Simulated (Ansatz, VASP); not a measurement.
**TiAl3 in VASP and in Ansatz**

File POSCAR:

```
TiAl3
1.0
    3.9556712500      0.0000000000      0.0000000000
    0.0000000000      3.9556712500      0.0000000000
    0.0000000000      0.0000000000      3.9556712500
Ti Al
1 3
Direct
    0.0255421370      0.0255421370      0.0255421370
    0.5000000000      0.5000000000      0.0000000000
    0.5000000000      0.0000000000      0.5000000000
    0.0000000000      0.5000000000      0.5000000000
```

INCAR.step1

```
SYSTEM = TiAl3
  ALGO = Normal
  EDIFF = 1E-4
  ENCUT = 520
  GGA = PE
  ISMEAR = 0
  LASPH = .TRUE.
  LCHARG = .FALSE.
  LREAL = .FALSE.
  LWAVE = .TRUE.
  NBANDS = 18
  NELM = 80
  PREC = Accurate
  SIGMA = 0.15
```

INCAR.step2

```
SYSTEM = TiAl3
  ALGO = Normal
  EDIFF = 1E-6
  ENCUT = 520
  ISIF = 2
  ISMEAR = 0
  ISTART = 1
  LASPH = .TRUE.
  LCHARG = .FALSE.
  LMIXTAU = .TRUE.
  LREAL = .FALSE.
  LWAVE = .FALSE.
  METAGGA = R2SCAN
  NBANDS = 18
  NELM = 80
  PREC = Accurate
  SIGMA = 0.15
```

File KPOINTS:

```
k-points
0
G
  12 12 12
  0 0 0
```

Input for Ansatz:

```yaml
crystal:
  lattice:
    - [3.95567125, 0.0, 0.0]
    - [0.0, 3.95567125, 0.0]
    - [0.0, 0.0, 3.95567125]
  atoms:
    - { symbol: Ti, position: [0.025542137, 0.025542137, 0.025542137] }
    - { symbol: Al, position: [0.5, 0.5, 0.0] }
    - { symbol: Al, position: [0.5, 0.0, 0.5] }
    - { symbol: Al, position: [0.0, 0.5, 0.5] }
basis:
  ecutwfc: 500
kpoints:
  mp_grid: { grid: [12, 12, 12] }
hamiltonian:
  xc: r2scan
scf:
  occupations: { method: gaussian, width: 0.15 }
output:
  forces: true
  stress: true
  eigenvalues: true
  write_density: true
  write_potential: true
  elf: true
  volumetric_format: npy
```

Alike in both runs: task single point; functional r2SCAN; k mesh 12 × 12 × 12; occupations gaussian, width 0.15 eV; no spin polarisation.

|  | VASP | Ansatz |
| --- | --- | --- |
| version | VASP 6.6.1 | Ansatz 0.2.0 |
| potentials or method | VASP PAW PBE potentials, release 64 (Ti_sv, Al), cutoff 520 eV | scalar-relativistic, plane waves, PAW |
| valence electrons in the cell | 21 | 21 |

|  | VASP | Ansatz | Ansatz less VASP |
| --- | --- | --- | --- |
| gap on the k mesh at the Fermi level (eV) | none | none | - |
| pressure (GPa) | 1.0 | 1.1 | +0.09 |
| traceless stress, the component that is largest in VASP (GPa) | 0.48 | 0.48 | +0.002 |
| rms of the force components (eV/Å) | 0.617 | 0.613 | -0.0037 |

VASP's potentials were made for PBE, not for r2SCAN. Atom by atom the forces differ by 0.004 eV/Å (rms over components). A gap of «none» marks a metal or a gap that the smearing closes.
